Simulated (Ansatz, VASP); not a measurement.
## Pb in VASP and in Ansatz

```
Pb
1.0
     3.48000    0.00000    0.00000
    -1.74000    3.01377    0.00000
     0.00000    0.00000    5.59000
Pb
2
Cartesian
  0.0000 2.0092 1.3975
  1.7400 1.0046 4.5675
```

Change from the starting cell: one atom moved.

Alike in both runs: task single point; functional PBE; k mesh 12 × 12 × 8; occupations gaussian, width 0.1 eV; no spin polarisation.

|  | VASP | Ansatz |
| --- | --- | --- |
| version | VASP 6.6.1 | Ansatz 0.2.0 |
| potentials or method | VASP PAW PBE potentials, release 64 (Pb_d), cutoff 520 eV | scalar-relativistic, plane waves, PAW |
| valence electrons in the cell | 28 | 28 |

Ansatz gave:

```
gap on the k mesh at the Fermi level (eV)                     : none
pressure (GPa)                                                : 6.8
traceless stress, the component that is largest in VASP (GPa) : 1.87
rms of the force components (eV/Å)                            : 0.702
```

Question: Which values does VASP return?

Answer: gap on the k mesh at the Fermi level (eV): none; pressure (GPa): 6.8; traceless stress, the component that is largest in VASP (GPa): 1.88; rms of the force components (eV/Å): 0.704.

Atom by atom the forces differ by 0.002 eV/Å (rms over components). A gap of «none» marks a metal or a gap that the smearing closes.

Neither program's run includes spin-orbit coupling.
